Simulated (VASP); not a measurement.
# LiF (Fm-3m) in VASP: further runs, part 2 of 2

VASP 6.6.1. Earlier steps stand in the parts before.

**5. Single point, PBE (volume changed by -10%)**

File INCAR:

```
SYSTEM = LiF
PREC = Accurate
ENCUT = 520
EDIFF = 1E-6
ISMEAR = 0
SIGMA = 0.01
LREAL = .FALSE.
LASPH = .TRUE.
NELM = 80
ALGO = Normal
ISIF = 2
LWAVE = .FALSE.
LCHARG = .FALSE.
GGA = PE
NBANDS = 12
```

File KPOINTS:

```
Automatic mesh
0
G
  6 6 6
  0 0 0
```

File POSCAR:

```
LiF
1.0
    0.0000000000      1.9260273449      1.9260273449
    1.9260273449      0.0000000000      1.9260273449
    1.9260273449      1.9260273449      0.0000000000
Li F
1 1
Direct
    0.0000000000      0.0000000000      0.0000000000
    0.5000000000      0.5000000000      0.5000000000
```

Potentials or basis: VASP PAW PBE potentials, release 64 (Li_sv, F).

Command:

```
> cat potpaw_PBE.64/Li_sv/POTCAR potpaw_PBE.64/F/POTCAR > POTCAR
> mpirun -np 1 vasp_std > vasp.out
```

OUTCAR:

```text
SYSTEM = LiF
   PREC = Accurate
   ENCUT = 520
   EDIFF = 1E-6
   ISMEAR = 0
   LREAL = .FALSE.
   LASPH = .TRUE.
   NELM = 80
   ISIF = 2
   GGA = PE

 ion  position               nearest neighbor table
   1  0.000  0.000  0.000-   2 1.93   2 1.93   2 1.93   2 1.93   2 1.93   2 1.93
   2  0.500  0.500  0.500-   1 1.93   1 1.93   1 1.93   1 1.93   1 1.93   1 1.93

  LATTYP: Found a face centered cubic cell.
 ALAT       =     3.8520546898

  Lattice vectors:

 A1 = (   0.0000000000,   1.9260273449,   1.9260273449)
 A2 = (   1.9260273449,   0.0000000000,   1.9260273449)
 A3 = (   1.9260273449,   1.9260273449,   0.0000000000)

Analysis of symmetry for initial positions (statically):
=====================================================================
 Subroutine PRICEL returns:
 Original cell was already a primitive cell.

 Routine SETGRP: Setting up the symmetry group for a
 face centered cubic supercell.

 Subroutine GETGRP returns: Found 48 space group operations
 (whereof 48 operations were pure point group operations)
 out of a pool of 48 trial point group operations.

The static configuration has the point symmetry O_h .

Analysis of symmetry for dynamics (positions and initial velocities):
=====================================================================
 Subroutine PRICEL returns:
 Original cell was already a primitive cell.

 Routine SETGRP: Setting up the symmetry group for a
 face centered cubic supercell.

 Subroutine GETGRP returns: Found 48 space group operations
 (whereof 48 operations were pure point group operations)
 out of a pool of 48 trial point group operations.

The dynamic configuration has the point symmetry O_h .

 Subroutine INISYM returns: Found 48 space group operations
 (whereof 48 operations are pure point group operations),
 and found     1 'primitive' translations

----------------------------------------------------------------------------------------

                                     Primitive cell

  volume of cell :      14.2895

[... 108 lines left out ...]
   LEPSILON=     F    determine dielectric tensor
   LRPA    =     F    only Hartree local field effects (RPA)
 non-spin polarized calculation
 Gauss-broadening in eV      SIGMA  =   0.01
  energy-cutoff  :      520.00
  volume of cell :       14.29
 maximum number of plane-waves:       397
   NGX = 11   NGY = 11   NGZ = 11

 number of electron      10.0000000 magnetization

 number of electron       9.9999977 magnetization

 Free energy of the ion-electron system (eV)
  ---------------------------------------------------
  ext. energy  EPLUGINS =         0.00000000
  ---------------------------------------------------
  free energy    TOTEN  =        -9.53281031 eV

  energy without entropy =       -9.53281031  energy(sigma->0) =       -9.53281031

 E-fermi :   0.0248     XC(G=0): -10.6528

 val. band max:       -0.1306874928   @ k =   0.0000   0.0000   0.0000
 cond. band min:      10.2583653766   @ k =   0.0000   0.0000   0.0000
 fundamental gap:     10.3890528694
 Fermi energy:         0.0247510544

 k-point     1 :       0.0000    0.0000    0.0000
  band No.  band energies     occupation
      1     -40.8072      2.00000
      2     -20.5033      2.00000
      3      -0.1307      2.00000
      4      -0.1307      2.00000
      5      -0.1307      2.00000
      6      10.2584      0.00000
      7      25.5353      0.00000
      8      25.5353      0.00000
      9      25.5353      0.00000
     10      25.6557      0.00000
     11      25.6557      0.00000
     12      25.6557      0.00000
[... 211 lines left out ...]
 k-point    16 :      -0.3333    0.5000    0.1667
  band No.  band energies     occupation
      1     -40.6767      2.00000
      2     -19.6202      2.00000
      3      -3.2313      2.00000
      4      -2.0335      2.00000
      5      -1.1356      2.00000
      6      15.9831      0.00000
      7      16.2679      0.00000
      8      18.7486      0.00000
      9      21.1322      0.00000
     10      25.4682      0.00000
     11      33.6704      0.00000
     12      36.8817      0.00000

------------------------ aborting loop because EDIFF is reached ----------------------------------------

  FORCE on cell =-STRESS in cart. coord.  units (eV):
  Direction    XX          YY          ZZ          XY          YZ          ZX
  --------------------------------------------------------------------------------------
  -------------------------------------------------------------------------------------
  Total        1.3448290      1.3448290      1.3448290      0.0000000      0.0000000      0.0000000
  in kB      150.7857532    150.7857532    150.7857532      0.0000000      0.0000000      0.0000000
  external PRESSURE =     150.7857532 kB  Pullay stress =       0.0000000 kB

 VOLUME and BASIS-vectors are now :
 -----------------------------------------------------------------------------
  energy-cutoff  :      520.00
  volume of cell :       14.29
      direct lattice vectors                 reciprocal lattice vectors
     0.000000000  1.926027345  1.926027345    -0.259601714  0.259601714  0.259601714
     1.926027345  0.000000000  1.926027345     0.259601714 -0.259601714  0.259601714
     1.926027345  1.926027345  0.000000000     0.259601714  0.259601714 -0.259601714

 POSITION                                       TOTAL-FORCE (eV/Angst)
 -----------------------------------------------------------------------------------
      0.00000      0.00000      0.00000         0.000000     -0.000000     -0.000000
      1.92603      1.92603      1.92603        -0.000000      0.000000      0.000000
 -----------------------------------------------------------------------------------
    total drift:                                0.000000      0.000000      0.000000

  FREE ENERGIE OF THE ION-ELECTRON SYSTEM (eV)
  ---------------------------------------------------
  free  energy   TOTEN  =        -9.5328103080 eV

  energy  without entropy=       -9.5328103080  energy(sigma->0) =       -9.53281031
```

OSZICAR:

```text
N       E                     dE             d eps       ncg     rms          rms(c)
DAV:   1     0.327647800179E+02    0.32765E+02   -0.53299E+03   400   0.858E+02
DAV:   2    -0.908962305227E+01   -0.41854E+02   -0.41016E+02   472   0.197E+02
DAV:   3    -0.100454706753E+02   -0.95585E+00   -0.95432E+00   516   0.253E+01
DAV:   4    -0.100517982434E+02   -0.63276E-02   -0.63274E-02   448   0.215E+00
DAV:   5    -0.100518415284E+02   -0.43285E-04   -0.43285E-04   492   0.128E-01    0.458E+00
DAV:   6    -0.952237601885E+01    0.52947E+00   -0.23114E+00   424   0.986E+00    0.130E+00
DAV:   7    -0.952646504564E+01   -0.40890E-02   -0.24626E-02   480   0.136E+00    0.841E-01
DAV:   8    -0.953274345179E+01   -0.62784E-02   -0.13042E-02   472   0.119E+00    0.103E-01
DAV:   9    -0.953275153170E+01   -0.80799E-05   -0.86434E-04   436   0.270E-01    0.401E-02
DAV:  10    -0.953280806390E+01   -0.56532E-04   -0.10163E-04   420   0.812E-02    0.135E-02
DAV:  11    -0.953280926537E+01   -0.12015E-05   -0.43877E-06   508   0.202E-02    0.342E-03
DAV:  12    -0.953281034271E+01   -0.10773E-05   -0.41455E-07   404   0.567E-03    0.835E-04
DAV:  13    -0.953281030803E+01    0.34674E-07   -0.84306E-08   192   0.255E-03
   1 F= -.95328103E+01 E0= -.95328103E+01  d E =-.916193-109
```

Wall time 4.9 s (1 thread of Intel Xeon 8259CL, shared host); peak memory 0.11 GiB.

What came out:

```yaml
Free_energy: -9.5328 eV
Band_gap_on_the_k_mesh: 10.39 eV, direct
```

Levels at points of the mesh, in eV from the valence-band top:
| k point | band 2 | band 3 | band 4 | band 5 | band 6 | band 7 | band 8 | band 9 |
| --- | --- | --- | --- | --- | --- | --- | --- | --- |
| (0.00, 0.00, 0.00) | -20.37 | 0.00 | 0.00 | 0.00 | 10.39 | 25.67 | 25.67 | 25.67 |
| (0.50, 0.00, 0.00) | -19.84 | -2.95 | -0.28 | -0.28 | 11.50 | 18.40 | 19.97 | 19.97 |
| (0.50, 0.50, 0.00) | -19.46 | -3.63 | -1.21 | -1.21 | 16.14 | 17.09 | 19.16 | 21.89 |

Caveat: the k points lie up to 0.47 Å⁻¹ apart; the cutoff is under 1.25 times the usual one of these potentials, so pressure, stress and relaxed cells hold a basis-set (Pulay) error.

**6. Single point, PBE (volume changed by +10%)**

File INCAR:

```
SYSTEM = LiF
ALGO = Normal
EDIFF = 1E-6
ENCUT = 520
GGA = PE
ISIF = 2
ISMEAR = 0
LASPH = .True.
LCHARG = .True.
LELF = .True.
LREAL = .False.
LVHAR = .True.
LWAVE = .False.
NBANDS = 12
NELM = 60
PREC = Accurate
SIGMA = 0.01
```

File KPOINTS:

```
k-points
0
Gamma
  6 6 6
  0 0 0
```

File POSCAR:

```
LiF
1.0
    0.0000000000      2.0592662764      2.0592662764
    2.0592662764      0.0000000000      2.0592662764
    2.0592662764      2.0592662764      0.0000000000
Li F
1 1
Direct
    0.0000000000      0.0000000000      0.0000000000
    0.5000000000      0.5000000000      0.5000000000
```

Potentials or basis: VASP PAW PBE potentials, release 64 (Li_sv, F).

Command:

```
> cat potpaw_PBE.64/Li_sv/POTCAR potpaw_PBE.64/F/POTCAR > POTCAR
> mpirun -np 1 vasp_std > vasp.out
```

Run time: 6.8 s. Hardware: 1 thread of Intel Xeon 8259CL, shared host; peak memory 0.13 GiB.

Results (log left out):

```
Free energy            : -9.6363 eV
Band gap on the k mesh : 8.52 eV, direct
```

Levels at points of the mesh, in eV from the valence-band top:
```tsv
k point	band 3	band 4	band 5	band 6	band 7	band 8
(0.00, 0.00, 0.00)	0.00	0.00	0.00	8.52	23.10	23.10
(0.50, 0.00, 0.00)	-2.32	-0.21	-0.21	10.43	15.96	18.36
(0.50, 0.50, 0.00)	-2.73	-0.90	-0.90	14.20	16.15	16.66
```

Caveat: the k points lie up to 0.44 Å⁻¹ apart; the cutoff is under 1.25 times the usual one of these potentials, so pressure, stress and relaxed cells hold a basis-set (Pulay) error.

**7. The runs side by side**

```csv
cell,gap on the mesh (eV)
"a = 2.821 Å, angles 60.0°, 2 atoms",9.35
"a = 2.773 Å, angles 60.0°, 2 atoms",9.84
"a = 2.867 Å, angles 60.0°, 2 atoms",8.91
"a = 2.724 Å, angles 60.0°, 2 atoms",10.39
"a = 2.912 Å, angles 60.0°, 2 atoms",8.52
```

Alike in all rows: task single point; level PBE; potentials or basis VASP PAW PBE potentials, release 64 (Li_sv, F); no spin polarisation; k mesh 6 × 6 × 6; cutoff (eV) 520; smearing gaussian 0.01 eV.

Caveats: all runs use coarse meshes; the cutoff is under 1.25 times the usual one of these potentials, so pressure, stress and relaxed cells hold a basis-set (Pulay) error.

Total energies depend on the potentials used, so only differences within one code and one set of settings carry meaning.
